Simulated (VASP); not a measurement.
# SiNi3 (P4/mmm) in VASP: a series of runs

The runs below take SiNi3 through single point, with PBE.

Everything below comes from runs of VASP 6.6.1. Logs are shortened: lines on timing, memory, paths and dates and some standing lists are left out, and cuts for length are marked.

## 1. The cell of the first run

Symmetry: P4/mmm, No. 123, tetragonal system. Conventional cell: a = 3.559 Å, b = 3.559 Å, c = 3.475 Å, α = 90.00°, β = 90.00°, γ = 90.00°. Within 3.3 Å of Si (site symmetry 4/mmm) lie 12 Ni at 2.49 to 2.52 Å. Ni (site symmetry mmm) has 4 Si at 2.49 Å and 8 Ni at 2.49 to 2.52 Å within 3.3 Å. Within 3.3 Å of Ni (site symmetry 4/mmm) lie 8 Ni at 2.49 Å and 4 Si at 2.52 Å.

## 2. Single point, PBE (biaxial strain in the a-b plane: +1.5 %)

The input, INCAR:

```
SYSTEM = SiNi3
  PREC = Accurate
  ENCUT = 520
  EDIFF = 1E-6
  ISMEAR = 0
  SIGMA = 0.1
  LREAL = .FALSE.
  LASPH = .TRUE.
  NELM = 100
  ALGO = Fast
  ISIF = 2
  LWAVE = .FALSE.
  LCHARG = .FALSE.
  GGA = PE
  NBANDS = 25
```

The input, KPOINTS:

```
regular mesh
0
G
  14 14 14
  0 0 0
```

The input, POSCAR:

```
SiNi3
1.0
    3.5588535429      0.0000000000      0.0000000000
    0.0000000000      3.5588535429      0.0000000000
    0.0000000000      0.0000000000      3.4747033113
Si Ni
1 3
Direct
    0.0000000000      0.0000000000      0.0000000000
    0.0000000000      0.5000000000      0.5000000000
    0.5000000000      0.0000000000      0.5000000000
    0.5000000000      0.5000000000      0.0000000000
```

Potentials or basis: VASP PAW PBE potentials, release 64 (Si, Ni).

Command:

```console
cat potpaw_PBE.64/Si/POTCAR potpaw_PBE.64/Ni/POTCAR > POTCAR
mpirun -np 1 vasp_std > vasp.out
```

OUTCAR:

```text
SYSTEM = SiNi3
   PREC = Accurate
   ENCUT = 520
   EDIFF = 1E-6
   ISMEAR = 0
   LREAL = .FALSE.
   LASPH = .TRUE.
   NELM = 100
   ISIF = 2
   GGA = PE

 ion  position               nearest neighbor table
   1  0.000  0.000  0.000-   2 2.49   3 2.49   2 2.49   3 2.49   2 2.49   2 2.49   3 2.49   3 2.49
                             4 2.52   4 2.52   4 2.52   4 2.52
   2  0.000  0.500  0.500-   1 2.49   4 2.49   1 2.49   4 2.49   1 2.49   1 2.49   4 2.49   4 2.49
                             3 2.52   3 2.52   3 2.52   3 2.52
   3  0.500  0.000  0.500-   1 2.49   4 2.49   1 2.49   4 2.49   4 2.49   4 2.49   1 2.49   1 2.49
                             2 2.52   2 2.52   2 2.52   2 2.52
   4  0.500  0.500  0.000-   2 2.49   3 2.49   2 2.49   3 2.49   3 2.49   3 2.49   2 2.49   2 2.49
                             1 2.52   1 2.52   1 2.52   1 2.52

  LATTYP: Found a simple tetragonal cell.
 ALAT       =     3.5588535429
 C/A-ratio  =     0.9763546798

  Lattice vectors:

 A1 = (   3.5588535429,   0.0000000000,   0.0000000000)
 A2 = (   0.0000000000,   3.5588535429,   0.0000000000)
 A3 = (   0.0000000000,   0.0000000000,   3.4747033113)

Analysis of symmetry for initial positions (statically):
=====================================================================
 Subroutine PRICEL returns:
 Original cell was already a primitive cell.

 Routine SETGRP: Setting up the symmetry group for a
 simple tetragonal supercell.

 Subroutine GETGRP returns: Found 16 space group operations
 (whereof 16 operations were pure point group operations)
 out of a pool of 16 trial point group operations.

The static configuration has the point symmetry D_4h.

Analysis of symmetry for dynamics (positions and initial velocities):
=====================================================================
 Subroutine PRICEL returns:
 Original cell was already a primitive cell.

 Routine SETGRP: Setting up the symmetry group for a
 simple tetragonal supercell.

 Subroutine GETGRP returns: Found 16 space group operations
 (whereof 16 operations were pure point group operations)
 out of a pool of 16 trial point group operations.

The dynamic configuration has the point symmetry D_4h.

 Subroutine INISYM returns: Found 16 space group operations
 (whereof 16 operations are pure point group operations),
 and found     1 'primitive' translations

----------------------------------------------------------------------------------------

                                     Primitive cell

  volume of cell :      44.0086

  direct lattice vectors                    reciprocal lattice vectors
     3.558853543  0.000000000  0.000000000     0.280989366  0.000000000  0.000000000
     0.000000000  3.558853543  0.000000000     0.000000000  0.280989366  0.000000000
     0.000000000  0.000000000  3.474703311     0.000000000  0.000000000  0.287794355

  length of vectors
     3.558853543  3.558853543  3.474703311     0.280989366  0.280989366  0.287794355

  position of ions in fractional coordinates (direct lattice)
     0.000000000  0.000000000  0.000000000
     0.000000000  0.500000000  0.500000000
     0.500000000  0.000000000  0.500000000
     0.500000000  0.500000000  0.000000000

  ion indices of the primitive-cell ions
   primitive index   ion index
                 1           1
                 2           2
                 3           3
                 4           4

----------------------------------------------------------------------------------------

 KPOINTS: regular mesh

Automatic generation of k-mesh.
 Grid dimensions read from file:
 generate k-points for:   14   14   14

 Generating k-lattice:

  Cartesian coordinates                     Fractional coordinates (reciprocal lattice)
     0.020070669  0.000000000  0.000000000     0.071428571  0.000000000  0.000000000
     0.000000000  0.020070669  0.000000000     0.000000000  0.071428571  0.000000000
     0.000000000  0.000000000  0.020556740     0.000000000  0.000000000  0.071428571

  Length of vectors
     0.020070669  0.020070669  0.020556740

  Shift w.r.t. Gamma in fractional coordinates (k-lattice)
     0.000000000  0.000000000  0.000000000

 Subroutine IBZKPT returns following result:
 ===========================================

 Found    288 irreducible k-points:

 Following reciprocal coordinates:
            Coordinates               Weight
  0.000000  0.000000  0.000000      1.000000
  0.071429  0.000000  0.000000      4.000000
  0.142857  0.000000  0.000000      4.000000
  0.214286  0.000000  0.000000      4.000000
  0.285714  0.000000  0.000000      4.000000
  0.357143  0.000000  0.000000      4.000000
[... 16 lines left out ...]
  0.285714  0.214286  0.000000      8.000000
  0.357143  0.214286  0.000000      8.000000
 [... further k-points ...]
   k-points           NKPTS =    288   k-points in BZ     NKDIM =    288   number of bands    NBANDS=     25
   number of dos      NEDOS =    301   number of ions     NIONS =      4
   total plane-waves  NPLWV =  21952
   dimension x,y,z NGX =    28 NGY =   28 NGZ =   28
   dimension x,y,z NGXF=    56 NGYF=   56 NGZF=   56
   ions per type =               1   3
   NGX,Y,Z   is equivalent  to a cutoff of  13.08, 13.08, 13.40 a.u.
   NGXF,Y,Z  is equivalent  to a cutoff of  26.16, 26.16, 26.79 a.u.
 SYSTEM =  SiNi3
   PREC   = accura    normal or accurate (medium, high low for compatibility)
   ISTART =      0    job   : 0-new  1-cont  2-samecut
   ICHARG =      2    charge: 1-file 2-atom 10-const
   ISPIN  =      1    spin polarized calculation?
   LNONCOLLINEAR =      F non collinear calculations
   LSORBIT =      F    spin-orbit coupling
   LASPH  =      T    aspherical Exc in radial PAW
   ENCUT  =  520.0 eV  38.22 Ry    6.18 a.u.   6.62  6.62  6.46*2*pi/ulx,y,z
   NELM   =    100;   NELMIN=  2; NELMDL= -5     # of ELM steps
   EDIFF  = 0.1E-05   stopping-criterion for ELM
   LREAL  =      F    real-space projection
   EDIFFG = 0.1E-04   stopping-criterion for IOM
   NSW    =      0    number of steps for IOM
   IBRION =     -1    ionic relax: 0-MD 1-quasi-New 2-CG
   NFREE  =      0    steps in history (QN), initial steepest desc. (CG)
   ISIF   =      2    stress and relaxation
   ISYM   =      2    0-nonsym 1-usesym 2-fastsym
   POTIM  = 0.5000    time-step for ionic-motion
   TEBEG  =    0.0;   TEEND  =   0.0 temperature during run
   PSTRESS=    0.0 pullay stress
   NELECT =      34.0000    total number of electrons
   NUPDOWN=      -1.0000    fix difference up-down
   EMIN   =  10.00;   EMAX   =-10.00  energy-range for DOS
   EFERMI =   0.00;   METHOD = LEGACY
   ISMEAR =     0;   SIGMA  =   0.10  broadening in eV -4-tet -1-fermi 0-gaus
   EFERMI_NEDOS =   21; number of points for ismear=-14 and -15
   IALGO  =     68    algorithm
   IMIX   =      4    mixing-type and parameters
     AMIX     =   0.40;   BMIX     =  1.00
     AMIX_MAG =   1.60;   BMIX_MAG =  1.00
  volume/ion in A,a.u.               =      11.00        74.25
  Fermi-wavevector in a.u.,A,eV,Ry     =   1.502179  2.838708 30.702133  2.256543
  Thomas-Fermi vector in A             =   2.613454
   LORBIT       =      0    0 simple, 1 ext, 2 COOP (PROOUT), +10 PAW based schemes
   GGA     = PE    functional components
   LHFCALC =     F    Hartree Fock is set to
   AEXX    =    0.0000 exact exchange contribution
   IVDW    =     0    specifies the selected vdW correction
   LEPSILON=     F    determine dielectric tensor
   LRPA    =     F    only Hartree local field effects (RPA)
 non-spin polarized calculation
 RMM-DIIS sequential band-by-band and
 Gauss-broadening in eV      SIGMA  =   0.10
  energy-cutoff  :      520.00
  volume of cell :       44.01
 maximum number of plane-waves:      1209
 NGX is ok and might be reduce to    28
   NGX = 13   NGY = 13   NGZ = 13

 number of electron      33.9999999 magnetization

 Free energy of the ion-electron system (eV)
  ---------------------------------------------------
  ext. energy  EPLUGINS =         0.00000000
  ---------------------------------------------------
  free energy    TOTEN  =       -23.66669371 eV

  energy without entropy =      -23.65687507  energy(sigma->0) =      -23.66178439

 E-fermi :  10.3487     XC(G=0): -12.9834

 val. band max:       10.3475003636   @ k =   0.2143   0.0000   0.0714
 cond. band min:      10.3508277142   @ k =   0.4286   0.4286   0.3571
 fundamental gap:      0.0033273506
 Fermi energy:        10.3486555336

 k-point     1 :       0.0000    0.0000    0.0000
  band No.  band energies     occupation
      1      -1.4174      2.00000
      2       5.6064      2.00000
      3       6.4070      2.00000
      4       6.4353      2.00000
      5       6.9083      2.00000
      6       6.9365      2.00000
[... 17 lines left out ...]
     24      20.6639      0.00000
     25      20.9169      0.00000

 k-point     2 :       0.0714    0.0000    0.0000
  band No.  band energies     occupation
      1      -1.3598      2.00000
      2       5.6150      2.00000
      3       6.3245      2.00000
      4       6.4696      2.00000
      5       6.9010      2.00000
      6       6.9352      2.00000
[... 17 lines left out ...]
     24      20.5181      0.00000
     25      20.7331      0.00000

 k-point     3 :       0.1429    0.0000    0.0000
  band No.  band energies     occupation
      1      -1.1888      2.00000
      2       5.5569      2.00000
      3       6.1213      2.00000
      4       6.5868      2.00000
      5       6.8774      2.00000
      6       6.9286      2.00000
[... 552 lines left out ...]
 k-point    23 :       0.2857    0.2143    0.0000
  band No.  band energies     occupation
      1      -0.0641      2.00000
      2       4.7576      2.00000
      3       5.6091      2.00000
      4       6.5997      2.00000
      5       6.7544      2.00000
      6       7.1488      2.00000
[... 17 lines left out ...]
     24      19.4570      0.00000
     25      20.3533      0.00000

 k-point    24 :       0.3571    0.2143    0.0000
  band No.  band energies     occupation
      1       0.3518      2.00000
      2       4.0589      2.00000
      3       5.7537      2.00000
      4       6.6903      2.00000
      5       6.7208      2.00000
      6       7.3317      2.00000
[... 17 lines left out ...]
     24      19.7404      0.00000
     25      20.6814      0.00000

 [... further k-points ...]

------------------------ aborting loop because EDIFF is reached ----------------------------------------

  FORCE on cell =-STRESS in cart. coord.  units (eV):
  Direction    XX          YY          ZZ          XY          YZ          ZX
  --------------------------------------------------------------------------------------
  -------------------------------------------------------------------------------------
  Total       -1.4359411     -1.4359411     -0.5373263      0.0000000      0.0000000      0.0000000
  in kB      -52.2768295    -52.2768295    -19.5618872      0.0000000      0.0000000      0.0000000
  external PRESSURE =     -41.3718487 kB  Pullay stress =       0.0000000 kB

 VOLUME and BASIS-vectors are now :
 -----------------------------------------------------------------------------
  energy-cutoff  :      520.00
  volume of cell :       44.01
      direct lattice vectors                 reciprocal lattice vectors
     3.558853543  0.000000000  0.000000000     0.280989366  0.000000000  0.000000000
     0.000000000  3.558853543  0.000000000     0.000000000  0.280989366  0.000000000
     0.000000000  0.000000000  3.474703311     0.000000000  0.000000000  0.287794355

 POSITION                                       TOTAL-FORCE (eV/Angst)
 -----------------------------------------------------------------------------------
      0.00000      0.00000      0.00000         0.000000      0.000000      0.000000
      0.00000      1.77943      1.73735         0.000000      0.000000      0.000000
      1.77943      0.00000      1.73735         0.000000      0.000000      0.000000
      1.77943      1.77943      0.00000         0.000000      0.000000      0.000000
 -----------------------------------------------------------------------------------
    total drift:                                0.000000      0.000000      0.000000

  FREE ENERGIE OF THE ION-ELECTRON SYSTEM (eV)
  ---------------------------------------------------
  free  energy   TOTEN  =       -23.6666937127 eV

  energy  without entropy=      -23.6568750706  energy(sigma->0) =      -23.66178439
```

It took 2.5 min on 1 thread of Intel Xeon 6975P-C (Granite Rapids), shared host; peak memory 0.34 GiB.

What came out:

```yaml
Free_energy: -23.6667 eV
Pressure: -4.1 GPa
Band_gap_on_the_k_mesh: zero (bands 17 and 18 overlap by 0.28 eV)
```

Stress tensor (GPa, compression positive):
```
-5.23  0.00  0.00
 0.00 -5.23  0.00
 0.00  0.00 -1.96
```

Levels at points of the mesh, in eV from the Fermi level:
| k point | band 13 | band 14 | band 15 | band 16 | band 17 | band 18 | band 19 | band 20 | band 21 | band 22 |
| --- | --- | --- | --- | --- | --- | --- | --- | --- | --- | --- |
| (0.00, 0.00, 0.00) | -0.67 | -0.56 | -0.55 | -0.29 | -0.04 | 0.06 | 0.06 | 4.60 | 6.08 | 6.40 |
| (0.50, 0.00, 0.00) | -1.26 | -1.23 | -1.11 | -0.52 | 0.06 | 3.34 | 3.64 | 5.04 | 5.06 | 5.48 |
| (0.50, 0.50, 0.00) | -1.43 | -1.39 | -1.12 | -0.98 | -0.96 | 0.57 | 0.57 | 5.57 | 6.41 | 7.80 |
| (0.00, 0.00, 0.50) | -1.33 | -1.18 | -1.10 | -0.60 | -0.04 | 3.58 | 3.58 | 4.93 | 5.12 | 5.12 |
| (0.50, 0.00, 0.50) | -1.35 | -1.33 | -1.05 | -0.98 | -0.90 | 0.65 | 0.66 | 5.40 | 6.14 | 7.42 |
| (0.50, 0.50, 0.50) | -1.36 | -1.27 | -1.14 | -0.35 | -0.22 | -0.22 | -0.17 | 1.11 | 3.89 | 3.89 |

Caveat: the cell differs from its parent crystal (biaxial strain in the a-b plane: +1.5 %); the cell stands under tension. Spin polarisation is off, so any magnetic state and its effect on volume and gap are missing.

(Continued in part 2 of 2.)
